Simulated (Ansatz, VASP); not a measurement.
# Sb: VASP beside Ansatz

Contents of INCAR:

```
PREC = Accurate
ENCUT = 500
EDIFF = 1E-6
ISMEAR = -1
SIGMA = 0.03
LREAL = F
LASPH = T
NELM = 120
ALGO = Normal
ISIF = 2
LWAVE = F
LCHARG = F
GGA = PE
NBANDS = 12
GGA_COMPAT = F
```

Contents of KPOINTS:

```
regular mesh
0
Gamma
  5 4 4
```

Contents of POSCAR:

```
Sb
1.0
    3.1224020000      0.0000000000      0.0000000000
    0.0000000000      4.3475180000      0.0000000000
   -0.0389150000      0.0000000000      4.4058520000
Sb
2
Direct
    0.0113890000      0.2500000000      0.2411660000
    0.9886110000      0.7500000000      0.7588340000
```

Contents of input.yaml:

```yaml
crystal:
  lattice:
    - [3.122402, 0.0, 0.0]
    - [0.0, 4.347518, 0.0]
    - [-0.038915, 0.0, 4.405852]
  atoms:
    - { symbol: Sb, position: [0.011389, 0.25, 0.241166] }
    - { symbol: Sb, position: [0.988611, 0.75, 0.758834] }
kpoints:
  mp_grid: { grid: [5, 4, 4] }
scf:
  occupations: { method: fermi_dirac, width: 0.03 }
hamiltonian:
  xc: pbe
  pseudopotentials: { kind: all_electron, lapw: { basis_error: 0.002 } }
output:
  forces: true
  stress: true
  eigenvalues: true
```

Alike in both runs: task single point; functional PBE; k mesh 5 × 4 × 4; occupations fermi-dirac, width 0.03 eV; no spin polarisation.

```csv
,VASP,Ansatz
version,VASP 6.6.1,Ansatz 0.2.0
potentials or method,"VASP PAW PBE potentials, release 64 (Sb), cutoff 500 eV","all-electron LAPW, scalar-relativistic"
```

Ansatz gave:

| Item | Value |
| --- | --- |
| gap on the k mesh at the Fermi level (eV) | none |
| pressure (GPa) | 0.6 |
| traceless stress, the component that is largest in VASP (GPa) | -1.79 |
| rms of the force components (eV/Å) | 0.137 |

Q: What did VASP give for the same quantities?

A: gap on the k mesh at the Fermi level (eV): none; pressure (GPa): 0.6; traceless stress, the component that is largest in VASP (GPa): -1.78; rms of the force components (eV/Å): 0.142.

Atom by atom the forces differ by 0.005 eV/Å (rms over components). A gap of «none» marks a metal or a gap that the smearing closes. Ansatz ran all-electron here, and VASP with PAW potentials.

The k mesh is coarse, so the values compare programs but aren't converged. Spin-orbit coupling is off throughout. Noted on Ansatz's run: the k mesh is thin for a metal, which can move the energy by tens of meV per atom.
